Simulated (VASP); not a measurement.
PdPt: electric field gradients with LDA

The system is PdPt.

```
Pd Pt
1.0
     1.13831    0.65720    3.70459
    -1.13831    0.65720    3.70459
     0.00000   -1.31440    3.70459
Pd Pt
1 1
Direct
  0.00000 0.00000 0.00000
  0.50000 0.50000 0.50000
```

This cell differs from its parent crystal: volume scaled by 0.55.

```json
{
 "Program": "VASP 6.6.1",
 "Task": "electric field gradients",
 "Functional": "LDA",
 "Potentials or basis": "VASP PAW LDA potentials, release 64 (Pd_sv_GW, Pt_sv_GW)",
 "Cutoff": "470 eV",
 "k mesh": "15 × 15 × 15",
 "Occupations": "fermi-dirac, width 0.05 eV",
 "Spin": "no spin polarisation",
 "Dipole correction": "no",
 "Second run": "valence_matched",
 "Further INCAR settings": "ALGO = Normal; EDIFF = 1e-08; NBANDS = 25"
}
```

```yaml
Pressure: 599.9 GPa
Band_gap_on_the_k_mesh: zero (band 18 reaches 24.19 eV, above the bottom of band 19 at 19.95 eV)
```

Stress tensor (GPa, compression positive):
```
600.06   0.00   0.00
  0.00 600.06   0.00
  0.00   0.00 599.50
```

Levels at points of the mesh, in eV from the Fermi level:
| k point | band 14 | band 15 | band 16 | band 17 | band 18 | band 19 | band 20 | band 21 | band 22 | band 23 |
| --- | --- | --- | --- | --- | --- | --- | --- | --- | --- | --- |
| (0.00, 0.00, 0.00) | -7.98 | -7.98 | -3.58 | -3.58 | -0.96 | 0.21 | 0.21 | 11.81 | 13.28 | 13.76 |

Electric field gradients, principal values (V/Å²):
```tsv
atom	least	middle	greatest (by size)
1 Pd	5.048	5.048	-10.096
2 Pt	-30.001	-30.001	60.001
```

Run time: 120 s on 1 thread of Intel(R) Xeon(R) 6975P-C (Granite Rapids) (shared host), peak memory 0.29 GiB.

Caveat: without QUAD_EFG the Cq values of the log hold for a quadrupole moment of 1 mb, not for the nuclei; spin-orbit coupling is left out, which moves the levels of the heavy elements.
